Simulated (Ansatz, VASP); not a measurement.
# One calculation of C, two programs

```xyz
12
Lattice="1.7834 -1.7834 0.0000 1.7834 0.0000 -1.7834 7.1336 7.1336 7.1336" Properties=species:S:1:pos:R:3 pbc="T T T"
C     5.3502    1.7834    1.7834
C     1.7834    1.7834    1.7834
C     5.3502    3.5668    3.5668
C     8.9170    5.3502    5.3502
C     8.9170    3.5668    3.5668
C     1.7834    0.0000    0.0000
C     6.2419    2.6751    2.6751
C     6.2419    0.8917    0.8917
C     6.2419    4.4585    4.4585
C     2.6751   -0.8917   -0.8917
C     6.2419    6.2419    6.2419
C     2.6751    0.8917    0.8917
```

Alike in both runs: task single point; functional LDA; k mesh 10 × 10 × 2; occupations gaussian, width 0.05 eV; no spin polarisation.

```csv
,VASP,Ansatz
version,VASP 6.6.1,Ansatz 0.2.0
potentials or method,"VASP PAW LDA potentials, release 64 (C_h), cutoff 910 eV","scalar-relativistic, plane waves, PAW"
valence electrons in the cell,48,48
```

|  | VASP | Ansatz | Ansatz less VASP |
| --- | --- | --- | --- |
| gap on the k mesh at the Fermi level (eV) | 4.14 | 4.15 | +0.003 |
| least direct gap on the mesh (eV) | 5.54 | 5.54 | -0.004 |

LDA's correlation is that of Perdew and Zunger in VASP and of Perdew and Wang (1992) in Ansatz.

Noted on VASP's run: the cutoff is short for stress, so the pressure is rough.
